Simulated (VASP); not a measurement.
Tc, 2 atoms in the cell. It takes space group P6_3/mmc (No. 194, hexagonal). Conventional cell: a = 2.721 Å, b = 2.721 Å, c = 4.367 Å, α = 90.00°, β = 90.00°, γ = 120.00°. Within 3.5 Å of Tc (site symmetry -6m2) lie 12 Tc at 2.69 to 2.72 Å. 

- Program: VASP 6.6.1
- Task: single point
- Functional: PBEsol
- Potentials or basis: VASP PAW PBE potentials, release 64 (Tc_pv)
- Cutoff: 520 eV
- k mesh: 11 × 11 × 6
- Occupations: fermi-dirac, width 0.05 eV
- Spin: no spin polarisation
- Dipole correction: no
- Further INCAR settings: ALGO = Normal; EDIFF = 1e-06; NBANDS = 20

Potentials or basis: VASP PAW PBE potentials, release 64 (Tc_pv).

The run is started by

```bash
$ cat potpaw_PBE.64/Tc_pv/POTCAR > POTCAR
$ mpirun -np 1 vasp_std > vasp.out
```

Hardware: 1 thread of AMD EPYC 7R13, on a shared host.

Estimate the wall time of this run.

It took 45 s on 1 thread of AMD EPYC 7R13 (shared host), peak memory 0.12 GiB. Counts: scf iterations 11, k points 64.
